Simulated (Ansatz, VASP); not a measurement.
**SrO: VASP beside Ansatz**

```xyz
2
Lattice="0.0000 2.7923 2.7923 2.7923 0.0000 2.7923 2.7923 2.7923 0.0000" Properties=species:S:1:pos:R:3 pbc="T T T"
Sr    0.0000    0.0000    0.0000
O     1.3961    1.3961    1.3961
```

Alike in both runs: task single point; functional PBE-based global hybrid; k mesh 4 × 4 × 4; no spin polarisation.

|  | VASP | Ansatz |
| --- | --- | --- |
| version | VASP 6.6.1 | Ansatz 0.2.0 |
| potentials or method | VASP PAW PBE potentials, release 64 (Sr_sv, O) | plane waves |
| plane-wave cutoff (eV) | 520 | 420 |
| occupations | gaussian, width 0.01 eV | fixed |
| valence electrons in the cell | 16 | 16 |

|  | VASP | Ansatz | Ansatz less VASP |
| --- | --- | --- | --- |
| gap on the k mesh at the Fermi level (eV) | 6.78 | 6.74 | -0.038 |
| pressure (GPa) | -1.3 | -1.6 | -0.31 |

VASP's potentials were made for PBE, not for PBE-based global hybrid. Ansatz's warnings: stress exchange threshold loose, stress scf threshold loose.

The k mesh is coarse, so the values compare programs but aren't converged.
